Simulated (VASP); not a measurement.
Here is a VASP 6.6.1 calculation.

File INCAR:

```
SYSTEM = GaSb3
ALGO = Normal
EDIFF = 1E-6
ENCUT = 520
GGA = PS
ISIF = 2
ISMEAR = 0
IVDW = 12
LASPH = .True.
LCHARG = .True.
LELF = .True.
LREAL = .False.
LVHAR = .True.
LWAVE = .False.
NBANDS = 22
NELM = 60
PREC = Accurate
SIGMA = 0.15
```

File KPOINTS:

```
k-points
0
Gamma
  14 14 14
  0 0 0
```

Contents of POSCAR:

```
GaSb3
1.0
    0.0000000000      3.2852557261      4.2708324439
    3.2852557261      0.0000000000      4.2708324439
    3.2852557261      3.2852557261      0.0000000000
Ga Sb
1 3
Direct
    0.0000000000      0.0000000000      0.0000000000
    0.2500000000      0.2500000000      0.2500000000
    0.7500000000      0.7500000000      0.7500000000
    0.5000000000      0.5000000000      0.5000000000
```

Potentials or basis: VASP PAW PBE potentials, release 64 (Ga_d, Sb).

Run with:

```sh
$ cat potpaw_PBE.64/Ga_d/POTCAR potpaw_PBE.64/Sb/POTCAR > POTCAR
$ mpirun -np 1 vasp_std > vasp.out
```

What does it give for the pressure?

1.6 GPa.

Predict the dispersion energy per atom.

-0.493 eV.

What does it give for the band gap on the k mesh?

Zero (bands 14 and 15 overlap by 4.48 eV).

Stress tensor (GPa, compression positive):
```
1.93 0.00 0.00
0.00 1.93 0.00
0.00 0.00 1.04
```

Caveat: the PAW data sets were made with another functional, which shifts forces and pressure a little; spin-orbit coupling is left out, which moves the levels of the heavy elements.
